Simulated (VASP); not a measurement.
Runs of VASP 6.6.1 on Sb. The structure is that of space group Pm-3m (No. 221), or close to it. The cells are those of the table. 

```csv
task,cell,k mesh for the DOS,occupations for the DOS,gap on the mesh (eV),pressure (GPa)
single point,"a = 3.202 Å, 1 atom",-,-,none,(a)
single point,"a = 3.139 Å, 1 atom",-,-,none,-3.8
electric field gradients,"a = 3.222 Å, 1 atom",-,-,none,-6.6
electric field gradients,"a = 3.160 Å, angles 89.4°, 1 atom",-,-,none,-4.6
```

Alike in all rows: level PBEsol; potentials or basis VASP PAW PBE potentials, release 64 (Sb); no spin polarisation; k mesh 12 × 12 × 12; cutoff (eV) 520; smearing fermi-dirac 0.08 eV.

Task: Estimate the missing entries.

Result: (a) -6.0.

Caveats: the PAW data sets were made with another functional, which shifts forces and pressure a little; spin-orbit coupling is left out, which moves the levels of the heavy elements.

A k mesh can miss the band edges, and the runs leave out spin-orbit coupling on Sb.

A gap of «none» marks levels without a gap at the run's occupations.
